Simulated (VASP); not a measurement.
# AlC18 in VASP: single point with PBE

Aim: the single point of AlC18 with PBE.

All numbers are computed with VASP 6.6.1; they aren't measurements. Logs are shortened: lines on timing, memory, paths and dates and some standing lists are left out, and cuts for length are marked.

**1. The cell of the first run**

The cell holds a slab with vacuum, 19 atoms: a = 7.398 Å, b = 7.398 Å, c = 11.000 Å, α = 90.00°, β = 90.00°, γ = 120.00°.

**2. Single point, PBE, collinear spin**

Input file INCAR:

```
PREC     = Accurate       # precision mode
ENCUT    = 520            # plane-wave cutoff, eV
EDIFF    = 1E-6           # SCF threshold, eV
ISMEAR   = 0              # smearing method
SIGMA    = 0.05           # smearing width, eV
LREAL    = Auto         
LASPH    = T              # aspherical terms in the spheres
NELM     = 150            # most SCF steps
ALGO     = Normal         # electronic algorithm
ISIF     = 2              # what is computed and relaxed
LWAVE    = F              # write WAVECAR
LCHARG   = T              # write CHGCAR
ISPIN    = 2              # spin polarisation
MAGMOM   = 0 0 0 0 0 0 0 0 0 0 0 0 0 0 0 0 0 0 1 # initial moments
LORBIT   = 11             # projections on sites
GGA      = PE             # functional
LELF     = T              # ELF
LVHAR    = T            
NBANDS   = 56             # bands
```

Input file KPOINTS:

```
regular mesh
0
Gamma
  2 2 1
```

Input file POSCAR:

```
AlC18
1.0
    7.3980000000      0.0000000000      0.0000000000
   -3.6990000000      6.4068560000      0.0000000000
    0.0000000000      0.0000000000     11.0000000000
C Al
18 1
Direct
   -0.0001877055      0.0007905411      0.0883241399
    0.2214769640      0.1108064439      0.0882064017
   -0.0001885286      0.3324755719      0.0883288845
    0.2214766574      0.4441232424      0.0882068318
    0.0005590532      0.6670050692      0.0880892310
    0.2225779785      0.7780154204      0.0883411807
    0.3326009659     -0.0003179848      0.0882099070
    0.5542640162      0.1096943196      0.0882995561
    0.3314822910      0.3324676334      0.0882823154
    0.5535134053      0.4434822197      0.0879860496
    0.3326006140      0.6663715049      0.0882093464
    0.5542631969      0.7780233927      0.0882947342
    0.6659176307     -0.0003145079      0.0882052961
    0.8881666823      0.1108100567      0.0882113806
    0.6652871414      0.3317220470      0.0880162444
    0.8888086179      0.4434944115      0.0880680205
    0.6652858964      0.6670174251      0.0880077665
    0.8888098994      0.7787678000      0.0880597068
    0.7756205236      0.5546519931      0.2781077068
```

Potentials or basis: VASP PAW PBE potentials, release 64 (C, Al).

Launch:

```bash
$ cat potpaw_PBE.64/C/POTCAR potpaw_PBE.64/Al/POTCAR > POTCAR
$ mpirun -np 1 vasp_std > vasp.out
```

OUTCAR:

```text
PREC = Accurate
   ENCUT = 520
   EDIFF = 1E-6
   ISMEAR = 0
   LREAL = Auto
   LASPH = T
   NELM = 150
   ISIF = 2
   ISPIN = 2
   LORBIT = 11
   GGA = PE

 ion  position               nearest neighbor table
   1  1.000  0.001  0.088-   2 1.42  14 1.42  18 1.42
   2  0.221  0.111  0.088-   9 1.42   1 1.42   7 1.42
   3  1.000  0.332  0.088-   4 1.42  14 1.42  16 1.42
   4  0.221  0.444  0.088-   9 1.42   3 1.42  11 1.42
   5  0.001  0.667  0.088-   6 1.42  16 1.43  18 1.43  19 2.54
   6  0.223  0.778  0.088-  11 1.42   7 1.42   5 1.42
   7  0.333  1.000  0.088-   8 1.42   6 1.42   2 1.42
   8  0.554  0.110  0.088-  13 1.42   7 1.42  15 1.42
   9  0.331  0.332  0.088-   2 1.42   4 1.42  10 1.42
  10  0.554  0.443  0.088-   9 1.42  15 1.43  17 1.43  19 2.53
  11  0.333  0.666  0.088-  12 1.42   6 1.42   4 1.42
  12  0.554  0.778  0.088-  13 1.42  11 1.42  17 1.42
  13  0.666  1.000  0.088-  12 1.42   8 1.42  14 1.42
  14  0.888  0.111  0.088-   1 1.42   3 1.42  13 1.42
  15  0.665  0.332  0.088-   8 1.42  16 1.43  10 1.43  19 2.53
  16  0.889  0.443  0.088-   3 1.42   5 1.43  15 1.43  19 2.54
  17  0.665  0.667  0.088-  12 1.42  18 1.43  10 1.43  19 2.53
  18  0.889  0.779  0.088-   1 1.42   5 1.43  17 1.43  19 2.54
  19  0.776  0.555  0.278-  10 2.53  17 2.53  15 2.53  18 2.54  16 2.54   5 2.54

  LATTYP: Found a hexagonal cell.
 ALAT       =     7.3980000000
 C/A-ratio  =     1.4868883482

  Lattice vectors:

 A1 = (   7.3980000000,   0.0000000000,   0.0000000000)
 A2 = (  -3.6990000000,   6.4068560000,   0.0000000000)
 A3 = (   0.0000000000,   0.0000000000,  11.0000000000)

Analysis of symmetry for initial positions (statically):
=====================================================================
 Subroutine PRICEL returns:
 Original cell was already a primitive cell.

 Routine SETGRP: Setting up the symmetry group for a
 hexagonal supercell.

 Subroutine GETGRP returns: Found  1 space group operations
 (whereof  1 operations were pure point group operations)
 out of a pool of 24 trial point group operations.

The static configuration has the point symmetry C_1 .

Analysis of symmetry for dynamics (positions and initial velocities):
=====================================================================
 Subroutine PRICEL returns:
 Original cell was already a primitive cell.

 Routine SETGRP: Setting up the symmetry group for a
 hexagonal supercell.

 Subroutine GETGRP returns: Found  1 space group operations
 (whereof  1 operations were pure point group operations)
 out of a pool of 24 trial point group operations.

The dynamic configuration has the point symmetry C_1 .

Analysis of structural, dynamic, and magnetic symmetry:
=====================================================================
 Subroutine PRICEL returns:
 Original cell was already a primitive cell.

 Routine SETGRP: Setting up the symmetry group for a
 hexagonal supercell.

 Subroutine GETGRP returns: Found  1 space group operations
 (whereof  1 operations were pure point group operations)
 out of a pool of 24 trial point group operations.

The overall configuration has the point symmetry C_1 .

 Subroutine INISYM returns: Found  1 space group operations
 (whereof  1 operations are pure point group operations),
 and found     1 'primitive' translations

----------------------------------------------------------------------------------------

                                     Primitive cell

  volume of cell :     521.3771

  direct lattice vectors                    reciprocal lattice vectors
     7.398000000  0.000000000  0.000000000     0.135171668  0.078041398  0.000000000
    -3.699000000  6.406856000  0.000000000     0.000000000  0.156082796  0.000000000
     0.000000000  0.000000000 11.000000000     0.000000000  0.000000000  0.090909091

  length of vectors
     7.398000000  7.398000054 11.000000000     0.156082797  0.156082796  0.090909091

  position of ions in fractional coordinates (direct lattice)
     0.999812295  0.000790541  0.088324140
[... 74 lines left out ...]
   number of dos      NEDOS =    301   number of ions     NIONS =     19
   total plane-waves  NPLWV = 263424
   dimension x,y,z NGX =    56 NGY =   56 NGZ =   84
   dimension x,y,z NGXF=   112 NGYF=  112 NGZF=  168
   ions per type =              18   1
   NGX,Y,Z   is equivalent  to a cutoff of  12.58, 12.58, 12.70 a.u.
   NGXF,Y,Z  is equivalent  to a cutoff of  25.17, 25.17, 25.39 a.u.
 SYSTEM =  unknown system
   PREC   = accura    normal or accurate (medium, high low for compatibility)
   ISTART =      0    job   : 0-new  1-cont  2-samecut
   ICHARG =      2    charge: 1-file 2-atom 10-const
   ISPIN  =      2    spin polarized calculation?
   LNONCOLLINEAR =      F non collinear calculations
   LSORBIT =      F    spin-orbit coupling
   LASPH  =      T    aspherical Exc in radial PAW
   ENCUT  =  520.0 eV  38.22 Ry    6.18 a.u.  13.76 13.76 20.45*2*pi/ulx,y,z
   NELM   =    150;   NELMIN=  2; NELMDL= -5     # of ELM steps
   EDIFF  = 0.1E-05   stopping-criterion for ELM
   LREAL  =      T    real-space projection
   EDIFFG = 0.1E-04   stopping-criterion for IOM
   NSW    =      0    number of steps for IOM
   IBRION =     -1    ionic relax: 0-MD 1-quasi-New 2-CG
   NFREE  =      0    steps in history (QN), initial steepest desc. (CG)
   ISIF   =      2    stress and relaxation
   ISYM   =      2    0-nonsym 1-usesym 2-fastsym
   POTIM  = 0.5000    time-step for ionic-motion
   TEBEG  =    0.0;   TEEND  =   0.0 temperature during run
   PSTRESS=    0.0 pullay stress
   NELECT =      75.0000    total number of electrons
   NUPDOWN=      -1.0000    fix difference up-down
   EMIN   =  10.00;   EMAX   =-10.00  energy-range for DOS
   EFERMI =   0.00;   METHOD = LEGACY
   ISMEAR =     0;   SIGMA  =   0.05  broadening in eV -4-tet -1-fermi 0-gaus
   EFERMI_NEDOS =   21; number of points for ismear=-14 and -15
   IALGO  =     38    algorithm
   IMIX   =      4    mixing-type and parameters
     AMIX     =   0.40;   BMIX     =  1.00
     AMIX_MAG =   1.60;   BMIX_MAG =  1.00
  volume/ion in A,a.u.               =      27.44       185.18
  Fermi-wavevector in a.u.,A,eV,Ry     =   0.857784  1.620977 10.011076  0.735793
  Thomas-Fermi vector in A             =   1.974890
   LORBIT       =     11    0 simple, 1 ext, 2 COOP (PROOUT), +10 PAW based schemes
   GGA     = PE    functional components
   LHFCALC =     F    Hartree Fock is set to
   AEXX    =    0.0000 exact exchange contribution
   IVDW    =     0    specifies the selected vdW correction
   LEPSILON=     F    determine dielectric tensor
   LRPA    =     F    only Hartree local field effects (RPA)
 spin polarized calculation
 Gauss-broadening in eV      SIGMA  =   0.05
  energy-cutoff  :      520.00
  volume of cell :      521.38
 maximum number of plane-waves:     14099
 NGX is ok and might be reduce to    56
   NGX = 27   NGY = 27   NGZ = 41

 number of electron      75.0000000 magnetization      -0.0000122

 number of electron      75.0000000 magnetization       0.0000040

 Free energy of the ion-electron system (eV)
  ---------------------------------------------------
  ext. energy  EPLUGINS =         0.00000000
  ---------------------------------------------------
  free energy    TOTEN  =      -167.58581726 eV

  energy without entropy =     -167.58581726  energy(sigma->0) =     -167.58581726

 E-fermi :  -0.8230     XC(G=0):  -4.4831

 val. band max:       -1.0712456577   @ k =   0.0000   0.0000   0.0000
 cond. band min:       0.4363492937   @ k =   0.5000  -0.0000   0.0000
 fundamental gap:      1.5075949514
 Fermi energy:        -0.8229760342

 spin component 1

 k-point     1 :       0.0000    0.0000    0.0000
  band No.  band energies     occupation
      1     -20.5613      1.00000
      2     -18.1874      1.00000
      3     -18.0189      1.00000
      4     -18.0189      1.00000
      5     -17.8033      1.00000
      6     -17.8033      1.00000
[... 197 lines left out ...]
     48       4.1101      0.00000
     49       4.3722      0.00000
 Fermi energy:        -0.8229760342

 spin component 2

 k-point     1 :       0.0000    0.0000    0.0000
  band No.  band energies     occupation
      1     -20.5613      1.00000
      2     -18.1874      1.00000
      3     -18.0189      1.00000
      4     -18.0189      1.00000
      5     -17.8033      1.00000
      6     -17.8033      1.00000
[... 197 lines left out ...]
     48       4.1100      0.00000
     49       4.3724      0.00000
 [bands above 49 left out]

------------------------ aborting loop because EDIFF is reached ----------------------------------------

  FORCE on cell =-STRESS in cart. coord.  units (eV):
  Direction    XX          YY          ZZ          XY          YZ          ZX
  --------------------------------------------------------------------------------------
  -------------------------------------------------------------------------------------
  Total        4.9376177      4.9435942     -0.1147210     -0.0044980      0.0040469      0.0018918
  in kB       15.1731611     15.1915268     -0.3525344     -0.0138222      0.0124362      0.0058133
  external PRESSURE =      10.0040512 kB  Pullay stress =       0.0000000 kB

 VOLUME and BASIS-vectors are now :
 -----------------------------------------------------------------------------
  energy-cutoff  :      520.00
  volume of cell :      521.38
      direct lattice vectors                 reciprocal lattice vectors
     7.398000000  0.000000000  0.000000000     0.135171668  0.078041398  0.000000000
    -3.699000000  6.406856000  0.000000000     0.000000000  0.156082796  0.000000000
     0.000000000  0.000000000 11.000000000     0.000000000  0.000000000  0.090909091

 POSITION                                       TOTAL-FORCE (eV/Angst)
 -----------------------------------------------------------------------------------
      7.39369      0.00506      0.97157         0.004729     -0.004502      0.004251
      1.22861      0.70992      0.97027         0.003755     -0.004380     -0.007811
      6.16678      2.13012      0.97162         0.000049      0.001356     -0.000065
     -0.00433      2.84543      0.97028         0.002293      0.014055      0.000303
     -2.46312      4.27341      0.96898         0.003935      0.001709      0.002559
     -1.23125      4.98463      0.97175         0.000405     -0.007593      0.003091
[... 11 lines left out ...]
      3.69475      4.98945      0.96866         0.000818      0.010449      0.000466
      3.68638      3.55358      3.05918         0.006986      0.004136     -0.014058
 -----------------------------------------------------------------------------------
    total drift:                                0.004205     -0.011779      0.012029

  FREE ENERGIE OF THE ION-ELECTRON SYSTEM (eV)
  ---------------------------------------------------
  free  energy   TOTEN  =      -167.5858172619 eV

  energy  without entropy=     -167.5858172619  energy(sigma->0) =     -167.58581726

 total charge

# of ion       s       p       d       tot
------------------------------------------
    1        0.861   1.800   0.000   2.661
    2        0.862   1.794   0.000   2.656
    3        0.861   1.800   0.000   2.661
    4        0.862   1.794   0.000   2.656
    5        0.860   1.788   0.000   2.648
    6        0.861   1.800   0.000   2.661
[... 11 lines left out ...]
   18        0.860   1.788   0.000   2.648
   19        0.622   0.130   0.000   0.752
--------------------------------------------------
tot         16.117  32.426   0.000  48.543

 magnetization (x)

# of ion       s       p       d       tot
------------------------------------------
    1       -0.000  -0.000   0.000  -0.000
    2       -0.000   0.000   0.000   0.000
    3       -0.000  -0.000   0.000  -0.000
    4        0.000   0.000   0.000   0.000
    5        0.000   0.000   0.000   0.000
    6        0.000  -0.000   0.000  -0.000
[... 11 lines left out ...]
   18        0.000   0.000   0.000   0.000
   19        0.000   0.000   0.000   0.000
--------------------------------------------------
tot          0.000   0.000   0.000   0.000
```

It took 5.8 min on 1 thread of Intel Xeon Platinum 8488C (Sapphire Rapids), shared host; peak memory 0.78 GiB.

Results:

```
Free energy                                           : -167.5858 eV
Largest force                                         : 0.016 eV/Å
Net moment                                            : 0.00 μB per cell
Valence electrons inside the program's atomic spheres : C 2.66, 2.65 (each value once); Al 0.75
```

Forces in eV/Å, atoms in the order of the input:
```
C    0.005 -0.005  0.004
C    0.004 -0.004 -0.008
C    0.000  0.001  0.000
C    0.002  0.014  0.000
C    0.004  0.002  0.003
C    0.000 -0.008  0.003
C   -0.009  0.003 -0.003
C   -0.002  0.006  0.002
C    0.003  0.001  0.001
C   -0.008  0.001  0.006
C   -0.001 -0.005 -0.001
C    0.001 -0.009  0.003
C    0.000  0.001 -0.004
C   -0.006 -0.005 -0.003
C   -0.003 -0.004  0.004
C    0.010 -0.002  0.004
C   -0.008 -0.003  0.002
C    0.001  0.010  0.000
Al   0.007  0.004 -0.014
```

Levels at points of the mesh, in eV from the Fermi level:
Spin up:
```tsv
k point	band 33	band 34	band 35	band 36	band 37	band 38	band 39	band 40	band 41	band 42
(0.00, 0.00, 0.00)	-3.16	-3.16	-2.38	-0.44	-0.44	-0.25	-0.25	2.33	2.33	3.01
(0.50, 0.00, 0.00)	-3.14	-3.10	-2.83	-2.51	-2.23	1.26	1.81	1.83	1.92	2.15
(0.00, 0.50, 0.00)	-3.15	-3.10	-2.83	-2.51	-2.23	1.26	1.81	1.83	1.92	2.15
(0.50, 0.50, 0.00)	-3.15	-3.10	-2.83	-2.51	-2.23	1.26	1.81	1.83	1.92	2.15
```
Spin down:
```
           k point  band 33  band 34  band 35  band 36  band 37  band 38  band 39  band 40  band 41  band 42
(0.00, 0.00, 0.00)    -3.16    -3.16    -2.38    -0.44    -0.44    -0.25    -0.25     2.33     2.33     3.01
(0.50, 0.00, 0.00)    -3.14    -3.10    -2.83    -2.51    -2.23     1.26     1.81     1.83     1.92     2.15
(0.00, 0.50, 0.00)    -3.15    -3.10    -2.83    -2.51    -2.23     1.26     1.81     1.83     1.92     2.15
(0.50, 0.50, 0.00)    -3.15    -3.10    -2.83    -2.51    -2.23     1.26     1.81     1.83     1.92     2.15
```

Caveat: the k points lie up to 0.49 Å⁻¹ apart.
